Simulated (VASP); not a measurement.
# Sr (I4/mcm) in VASP: notebook

The runs below take Sr through single point, with PBEsol.

Everything below comes from runs of VASP 6.6.1. Logs are shortened: lines on timing, memory, paths and dates and some standing lists are left out, and cuts for length are marked.

**1. The cell of the first run**

Symmetry: I4/mcm, No. 140, tetragonal system. Conventional cell: a = 8.390 Å, b = 8.390 Å, c = 7.217 Å, α = 90.00°, β = 90.00°, γ = 90.00°. Within 5.1 Å of Sr (site symmetry m2m) lie 11 Sr at 3.90 to 4.54 Å.

**2. Single point, PBEsol**

Contents of INCAR:

```
SYSTEM = Sr
PREC = Accurate
ENCUT = 520
EDIFF = 1E-6
ISMEAR = 1
SIGMA = 0.02
LREAL = .FALSE.
LASPH = .TRUE.
NELM = 100
ALGO = Normal
ISIF = 2
LWAVE = .FALSE.
LCHARG = .FALSE.
GGA = PS
NBANDS = 28
```

Contents of KPOINTS:

```
Automatic mesh
0
G
  4 4 4
  0 0 0
```

Contents of POSCAR:

```
Sr
1.0
   -4.1951406545      4.1951406545      3.6083253684
    4.1951406545     -4.1951406545      3.6083253684
    4.1951406545      4.1951406545     -3.6083253684
Sr
4
Direct
    0.1645500000      0.6645500000      0.8291000000
    0.8354500000      0.3354500000      0.1709000000
    0.6645500000      0.8354500000      0.5000000000
    0.3354500000      0.1645500000      0.5000000000
```

Potentials or basis: VASP PAW PBE potentials, release 64 (Sr_sv).

The run is started by

```console
$ cat potpaw_PBE.64/Sr_sv/POTCAR > POTCAR
$ mpirun -np 1 vasp_std > vasp.out
```

OUTCAR:

```text
SYSTEM = Sr
   PREC = Accurate
   ENCUT = 520
   EDIFF = 1E-6
   ISMEAR = 1
   LREAL = .FALSE.
   LASPH = .TRUE.
   NELM = 100
   ISIF = 2
   GGA = PS

 ion  position               nearest neighbor table
   1  0.165  0.665  0.829-   2 3.90   2 4.14   2 4.14   3 4.43   4 4.43   4 4.43   3 4.43   4 4.54
                             3 4.54   3 4.54   4 4.54
   2  0.835  0.335  0.171-   1 3.90   1 4.14   1 4.14   4 4.43   3 4.43   4 4.43   3 4.43   3 4.54
                             4 4.54   4 4.54   3 4.54
   3  0.665  0.835  0.500-   4 3.90   4 4.14   4 4.14   2 4.43   2 4.43   1 4.43   1 4.43   1 4.54
                             1 4.54   2 4.54   2 4.54
   4  0.335  0.165  0.500-   3 3.90   3 4.14   3 4.14   2 4.43   1 4.43   2 4.43   1 4.43   2 4.54
                             1 4.54   1 4.54   2 4.54

  LATTYP: Found a body centered tetragonal cell.
 ALAT       =     8.3902813090
 C/A-ratio  =     0.8601202357

  Lattice vectors:

 A1 = (  -4.1951406545,   4.1951406545,   3.6083253684)
 A2 = (   4.1951406545,  -4.1951406545,   3.6083253684)
 A3 = (   4.1951406545,   4.1951406545,  -3.6083253684)

Analysis of symmetry for initial positions (statically):
=====================================================================
 Subroutine PRICEL returns:
 Original cell was already a primitive cell.

 Routine SETGRP: Setting up the symmetry group for a
 body centered tetragonal supercell.

 Subroutine GETGRP returns: Found 16 space group operations
 (whereof  8 operations were pure point group operations)
 out of a pool of 16 trial point group operations.

The static configuration has the point symmetry C_4h.
 The point group associated with its full space group is D_4h.

Analysis of symmetry for dynamics (positions and initial velocities):
=====================================================================
 Subroutine PRICEL returns:
 Original cell was already a primitive cell.

 Routine SETGRP: Setting up the symmetry group for a
 body centered tetragonal supercell.

 Subroutine GETGRP returns: Found 16 space group operations
 (whereof  8 operations were pure point group operations)
 out of a pool of 16 trial point group operations.

The dynamic configuration has the point symmetry C_4h.
 The point group associated with its full space group is D_4h.

 Subroutine INISYM returns: Found 16 space group operations
 (whereof  8 operations are pure point group operations),
 and found     1 'primitive' translations

----------------------------------------------------------------------------------------

                                     Primitive cell

  volume of cell :     254.0146

  direct lattice vectors                    reciprocal lattice vectors
    -4.195140655  4.195140655  3.608325368     0.000000000  0.119185515  0.138568435
     4.195140655 -4.195140655  3.608325368     0.119185515  0.000000000  0.138568435
     4.195140655  4.195140655 -3.608325368     0.119185515  0.119185515  0.000000000

  length of vectors
     6.943948602  6.943948602  6.943948602     0.182774173  0.182774173  0.168553772

  position of ions in fractional coordinates (direct lattice)
     0.164550000  0.664550000  0.829100000
     0.835450000  0.335450000  0.170900000
     0.664550000  0.835450000  0.500000000
     0.335450000  0.164550000  0.500000000

  ion indices of the primitive-cell ions
   primitive index   ion index
                 1           1
                 2           2
                 3           3
                 4           4

----------------------------------------------------------------------------------------

 KPOINTS: Automatic mesh

Automatic generation of k-mesh.
 Grid dimensions read from file:
 generate k-points for:    4    4    4

 Generating k-lattice:

  Cartesian coordinates                     Fractional coordinates (reciprocal lattice)
     0.000000000  0.029796379  0.034642109     0.250000000  0.000000000 -0.000000000
     0.029796379  0.000000000  0.034642109     0.000000000  0.250000000 -0.000000000
     0.029796379  0.029796379  0.000000000     0.000000000  0.000000000  0.250000000

  Length of vectors
     0.045693543  0.045693543  0.042138443

  Shift w.r.t. Gamma in fractional coordinates (k-lattice)
     0.000000000  0.000000000  0.000000000

 Subroutine IBZKPT returns following result:
 ===========================================

 Found     13 irreducible k-points:

 Following reciprocal coordinates:
            Coordinates               Weight
  0.000000  0.000000  0.000000      1.000000
  0.250000  0.000000 -0.000000      8.000000
  0.500000  0.000000 -0.000000      4.000000
  0.250000  0.250000 -0.000000      8.000000
  0.500000  0.250000 -0.000000     16.000000
 -0.250000  0.250000  0.000000      4.000000
  0.500000  0.500000 -0.000000      2.000000
  0.250000  0.250000  0.250000      2.000000
 -0.250000  0.250000  0.250000      4.000000
  0.500000  0.500000  0.250000      4.000000
 -0.250000  0.500000  0.250000      8.000000
 -0.250000 -0.250000  0.250000      2.000000
  0.500000  0.500000  0.500000      1.000000
   k-points           NKPTS =     13   k-points in BZ     NKDIM =     13   number of bands    NBANDS=     28
   number of dos      NEDOS =    301   number of ions     NIONS =      4
   total plane-waves  NPLWV = 157464
   dimension x,y,z NGX =    54 NGY =   54 NGZ =   54
   dimension x,y,z NGXF=   108 NGYF=  108 NGZF=  108
   ions per type =               4
   NGX,Y,Z   is equivalent  to a cutoff of  12.93, 12.93, 12.93 a.u.
   NGXF,Y,Z  is equivalent  to a cutoff of  25.86, 25.86, 25.86 a.u.
 SYSTEM =  Sr
   PREC   = accura    normal or accurate (medium, high low for compatibility)
   ISTART =      0    job   : 0-new  1-cont  2-samecut
   ICHARG =      2    charge: 1-file 2-atom 10-const
   ISPIN  =      1    spin polarized calculation?
   LNONCOLLINEAR =      F non collinear calculations
   LSORBIT =      F    spin-orbit coupling
   LASPH  =      T    aspherical Exc in radial PAW
   ENCUT  =  520.0 eV  38.22 Ry    6.18 a.u.  12.91 12.91 12.91*2*pi/ulx,y,z
   NELM   =    100;   NELMIN=  2; NELMDL= -5     # of ELM steps
   EDIFF  = 0.1E-05   stopping-criterion for ELM
   LREAL  =      F    real-space projection
   EDIFFG = 0.1E-04   stopping-criterion for IOM
   NSW    =      0    number of steps for IOM
   IBRION =     -1    ionic relax: 0-MD 1-quasi-New 2-CG
   NFREE  =      0    steps in history (QN), initial steepest desc. (CG)
   ISIF   =      2    stress and relaxation
   ISYM   =      2    0-nonsym 1-usesym 2-fastsym
   POTIM  = 0.5000    time-step for ionic-motion
   TEBEG  =    0.0;   TEEND  =   0.0 temperature during run
   PSTRESS=    0.0 pullay stress
   NELECT =      40.0000    total number of electrons
   NUPDOWN=      -1.0000    fix difference up-down
   EMIN   =  10.00;   EMAX   =-10.00  energy-range for DOS
   EFERMI =   0.00;   METHOD = LEGACY
   ISMEAR =     1;   SIGMA  =   0.02  broadening in eV -4-tet -1-fermi 0-gaus
   EFERMI_NEDOS =   21; number of points for ismear=-14 and -15
   IALGO  =     38    algorithm
   IMIX   =      4    mixing-type and parameters
     AMIX     =   0.40;   BMIX     =  1.00
     AMIX_MAG =   1.60;   BMIX_MAG =  1.00
  volume/ion in A,a.u.               =      63.50       428.54
  Fermi-wavevector in a.u.,A,eV,Ry     =   0.884047  1.670606 10.633480  0.781539
  Thomas-Fermi vector in A             =   2.004894
   LORBIT       =      0    0 simple, 1 ext, 2 COOP (PROOUT), +10 PAW based schemes
   GGA     = PS    functional components
   LHFCALC =     F    Hartree Fock is set to
   AEXX    =    0.0000 exact exchange contribution
   IVDW    =     0    specifies the selected vdW correction
   LEPSILON=     F    determine dielectric tensor
   LRPA    =     F    only Hartree local field effects (RPA)
 non-spin polarized calculation
 Methfessel and Paxton  Order N= 1 SIGMA  =   0.02
  energy-cutoff  :      520.00
  volume of cell :      254.01
 maximum number of plane-waves:      6864
 NGX is ok and might be reduce to    54
   NGX = 25   NGY = 25   NGZ = 25

 number of electron      40.0000000 magnetization

 Free energy of the ion-electron system (eV)
  ---------------------------------------------------
  ext. energy  EPLUGINS =         0.00000000
  ---------------------------------------------------
  free energy    TOTEN  =        -6.62253876 eV

  energy without entropy =       -6.62200066  energy(sigma->0) =       -6.62235939

 E-fermi :   1.0021     XC(G=0):  -6.9546

 val. band max:        0.9984791816   @ k =  -0.2500   0.2500   0.0000
 cond. band min:       1.0084628424   @ k =  -0.2500   0.5000   0.2500
 fundamental gap:      0.0099836608
 Fermi energy:         1.0020904113

 k-point     1 :       0.0000    0.0000    0.0000
  band No.  band energies     occupation
      1     -35.7563      2.00000
      2     -35.7471      2.00000
      3     -35.7372      2.00000
      4     -35.7372      2.00000
      5     -17.8196      2.00000
      6     -17.7805      2.00000
[... 20 lines left out ...]
     27       2.1256      0.00000
     28       2.9810      0.00000

 k-point     2 :       0.2500    0.0000   -0.0000
  band No.  band energies     occupation
      1     -35.7537      2.00000
      2     -35.7468      2.00000
      3     -35.7389      2.00000
      4     -35.7385      2.00000
      5     -17.8251      2.00000
      6     -17.8041      2.00000
[... 20 lines left out ...]
     27       2.5796      0.00000
     28       2.7966      0.00000

 k-point     3 :       0.5000    0.0000   -0.0000
  band No.  band energies     occupation
      1     -35.7484      2.00000
      2     -35.7484      2.00000
      3     -35.7405      2.00000
      4     -35.7405      2.00000
      5     -17.8228      2.00000
      6     -17.8228      2.00000
[... 275 lines left out ...]
      3     -35.7407      2.00000
      4     -35.7407      2.00000
      5     -17.8421      2.00000
      6     -17.7780      2.00000
[... 20 lines left out ...]
     27       2.8190      0.00000
     28       2.8229      0.00000

 k-point    13 :       0.5000    0.5000    0.5000
  band No.  band energies     occupation
      1     -35.7455      2.00000
      2     -35.7442      2.00000
      3     -35.7442      2.00000
      4     -35.7439      2.00000
      5     -17.8200      2.00000
      6     -17.8164      2.00000
[... 20 lines left out ...]
     27       2.6028      0.00000
     28       2.7067      0.00000

------------------------ aborting loop because EDIFF is reached ----------------------------------------

  FORCE on cell =-STRESS in cart. coord.  units (eV):
  Direction    XX          YY          ZZ          XY          YZ          ZX
  --------------------------------------------------------------------------------------
  -------------------------------------------------------------------------------------
  Total       -1.6108833     -1.6108833     -1.8197576      0.0000000      0.0000000      0.0000000
  in kB      -10.1605199    -10.1605199    -11.4779781      0.0000000      0.0000000      0.0000000
  external PRESSURE =     -10.5996726 kB  Pullay stress =       0.0000000 kB

 VOLUME and BASIS-vectors are now :
 -----------------------------------------------------------------------------
  energy-cutoff  :      520.00
  volume of cell :      254.01
      direct lattice vectors                 reciprocal lattice vectors
    -4.195140655  4.195140655  3.608325368     0.000000000  0.119185515  0.138568435
     4.195140655 -4.195140655  3.608325368     0.119185515  0.000000000  0.138568435
     4.195140655  4.195140655 -3.608325368     0.119185515  0.119185515  0.000000000

 POSITION                                       TOTAL-FORCE (eV/Angst)
 -----------------------------------------------------------------------------------
      5.57576      1.38062      0.00000         0.058708      0.058708      0.000000
     -1.38062      2.81452      3.60833        -0.058708     -0.058708     -0.000000
      2.81452      1.38062      3.60833        -0.058708      0.058708     -0.000000
      1.38062      2.81452      0.00000         0.058708     -0.058708     -0.000000
 -----------------------------------------------------------------------------------
    total drift:                                0.000000     -0.000000     -0.000000

  FREE ENERGIE OF THE ION-ELECTRON SYSTEM (eV)
  ---------------------------------------------------
  free  energy   TOTEN  =        -6.6225387551 eV

  energy  without entropy=       -6.6220006613  energy(sigma->0) =       -6.62235939
```

It took 2.5 min on 1 thread of Intel Xeon Platinum 8259CL at 2.50GHz (Skylake/Cascade Lake), shared host; peak memory 0.4 GiB.

Results:

* Free energy: -6.6225 eV
* Pressure: -1.1 GPa
* Largest force: 0.083 eV/Å
* Band gap on the k mesh: zero (bands 20 and 21 overlap by 0.60 eV)

Forces on the atoms (eV/Å):
```
Sr   0.059  0.059  0.000
Sr  -0.059 -0.059  0.000
Sr  -0.059  0.059  0.000
Sr   0.059 -0.059  0.000
```

Caveat: the PAW data sets were made with another functional, which shifts forces and pressure a little.

**3. Single point, PBEsol**

This run uses another cell than the first one, of 65.15 Å³/atom.

Contents of INCAR:

```
  PREC = Accurate
  ENCUT = 520
  EDIFF = 1E-6
  ISMEAR = 1
  SIGMA = 0.02
  LREAL = False
  LASPH = True
  NELM = 60
  ALGO = Normal
  ISIF = 2
  LWAVE = False
  LCHARG = False
  GGA = PS
  NBANDS = 28
```

Contents of KPOINTS:

```
Automatic mesh
0
Gamma
  4 4 4
```

Contents of POSCAR:

```
Sr
1.0
   -4.2311522069      4.2311522069      3.6392996333
    4.2311522069     -4.2311522069      3.6392996333
    4.2311522069      4.2311522069     -3.6392996333
Sr
4
Direct
    0.1645500000      0.6645500000      0.8291000000
    0.8354500000      0.3354500000      0.1709000000
    0.6645500000      0.8354500000      0.5000000000
    0.3354500000      0.1645500000      0.5000000000
```

Potentials or basis: VASP PAW PBE potentials, release 64 (Sr_sv).

The run is started by

```console
$ cat potpaw_PBE.64/Sr_sv/POTCAR > POTCAR
$ mpirun -np 1 vasp_std > vasp.out
```

Run time: 2.2 min. Hardware: 1 thread of Intel Xeon Platinum 8259CL at 2.50GHz (Skylake/Cascade Lake), shared host; peak memory 0.41 GiB.

It converged, with:

| Item | Value |
| --- | --- |
| Free energy | -6.5759 eV |
| Pressure | -1.2 GPa |
| Largest force | 0.068 eV/Å |
| Band gap on the k mesh | zero (bands 20 and 21 overlap by 0.59 eV) |

Forces on the atoms (eV/Å):
```
Sr   0.048  0.048  0.000
Sr  -0.048 -0.048  0.000
Sr  -0.048  0.048  0.000
Sr   0.048 -0.048  0.000
```

Levels at points of the mesh, in eV from the Fermi level:
```tsv
k point	band 17	band 18	band 19	band 20	band 21	band 22	band 23	band 24
(0.00, 0.00, 0.00)	-3.40	-0.08	0.18	0.21	0.21	0.27	0.30	0.98
(0.50, 0.00, 0.00)	-1.97	-1.97	-0.52	-0.52	0.21	0.21	0.77	0.77
(0.50, 0.50, 0.00)	-2.43	-1.86	-0.17	0.08	0.14	0.14	0.35	0.96
(0.50, 0.50, 0.50)	-1.41	-1.41	-1.16	-1.03	-0.39	0.01	1.08	1.18
```

Caveat: the PAW data sets were made with another functional, which shifts forces and pressure a little.

**4. Single point, PBEsol**

This run uses another cell than the first one, of 66.80 Å³/atom.

Contents of INCAR:

```
PREC = Accurate
ENCUT = 520
EDIFF = 1E-6
ISMEAR = 1
SIGMA = 0.02
LREAL = F
LASPH = T
NELM = 80
ALGO = Normal
ISIF = 2
LWAVE = F
LCHARG = F
GGA = PS
NBANDS = 28
```

KPOINTS is that of step 3.

Contents of POSCAR:

```
Sr
1.0
   -4.2665609846      4.2665609846      3.6697554395
    4.2665609846     -4.2665609846      3.6697554395
    4.2665609846      4.2665609846     -3.6697554395
Sr
4
Direct
    0.1645500000      0.6645500000      0.8291000000
    0.8354500000      0.3354500000      0.1709000000
    0.6645500000      0.8354500000      0.5000000000
    0.3354500000      0.1645500000      0.5000000000
```

The run is started by

```console
$ cat potpaw_PBE.64/Sr_sv/POTCAR > POTCAR
$ mpirun -np 1 vasp_std > vasp.out
```

It took 2.4 min on 1 thread of Intel Xeon Platinum 8259CL at 2.50GHz (Skylake/Cascade Lake), shared host; peak memory 0.41 GiB.

It converged, with:

```
Free energy            : -6.5241 eV
Pressure               : -1.3 GPa
Largest force          : 0.054 eV/Å
Band gap on the k mesh : zero (bands 20 and 21 overlap by 0.59 eV)
```

Forces on the atoms (eV/Å):
```
Sr   0.038  0.038  0.000
Sr  -0.038 -0.038  0.000
Sr  -0.038  0.038  0.000
Sr   0.038 -0.038  0.000
```

Levels at points of the mesh, in eV from the Fermi level:
```tsv
k point	band 18	band 19	band 20	band 21	band 22	band 23
(0.00, 0.00, 0.00)	-0.06	0.19	0.21	0.21	0.28	0.30
(0.50, 0.00, 0.00)	-1.96	-0.51	-0.51	0.19	0.19	0.77
(0.50, 0.50, 0.00)	-1.85	-0.18	0.08	0.15	0.15	0.36
(0.50, 0.50, 0.50)	-1.40	-1.17	-1.02	-0.38	-0.01	1.08
```

Caveat: the PAW data sets were made with another functional, which shifts forces and pressure a little.

**5. Summary**

```tsv
cell	gap on the mesh (eV)	pressure (GPa)	largest force (eV/Å)
a = 6.944 Å, angles 105.7, 105.7, 117.4°, 4 atoms	none	-1.1	0.08
a = 7.004 Å, angles 105.7, 105.7, 117.4°, 4 atoms	none	-1.2	0.07
a = 7.062 Å, angles 105.7, 105.7, 117.4°, 4 atoms	none	-1.3	0.05
```

Alike in all rows: task single point; level PBEsol; potentials or basis VASP PAW PBE potentials, release 64 (Sr_sv); no spin polarisation; k mesh 4 × 4 × 4; cutoff (eV) 520; smearing methfessel-paxton 0.02 eV.

Caveats: the PAW data sets were made with another functional, which shifts forces and pressure a little.

Absolute energies hang on the potentials; compare differences alone.
